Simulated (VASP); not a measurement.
A run of VASP 6.6.1:

Contents of INCAR:

```
ALGO = Normal
EDIFF = 1E-6
ENCUT = 520
GGA = PS
GGA_COMPAT = False
ISIF = 2
ISMEAR = 0
LASPH = True
LCHARG = False
LNONCOLLINEAR = True
LORBIT = 11
LORBMOM = True
LREAL = False
LSORBIT = True
LWAVE = False
MAGMOM = 0 0 0 0 0 0 0 0 0 0 0 0
NBANDS = 34
NELM = 150
PREC = Accurate
SIGMA = 0.05
```

KPOINTS

```
k-points
0
Gamma
  5 5 4
```

The input POSCAR:

```
Sb
1.0
    4.5277000000      0.0000000000      0.0000000000
    0.0000000000      4.4211000000      0.0000000000
   -1.3205190000      0.0000000000      6.3643480000
Sb
4
Direct
    0.3399300000      0.2500000000      0.6836700000
    0.9366380000      0.7500000000      0.7627580000
    0.0633620000      0.2500000000      0.2372420000
    0.6600700000      0.7500000000      0.3163300000
```

Potentials or basis: VASP PAW PBE potentials, release 64 (Sb).

Run with:

```bash
$ cat potpaw_PBE.64/Sb/POTCAR > POTCAR
$ mpirun -np 1 vasp_ncl > vasp.out
```

Hardware: 1 thread of Intel(R) Xeon(R) 6975P-C (Granite Rapids) (shared host).

**Question.** How long does it take, and how much memory?

**Answer.** Wall time 110 s on 1 thread of Intel(R) Xeon(R) 6975P-C (Granite Rapids), with other jobs on the host, peak memory 0.58 GiB. Counts: scf iterations 11, k points 33.
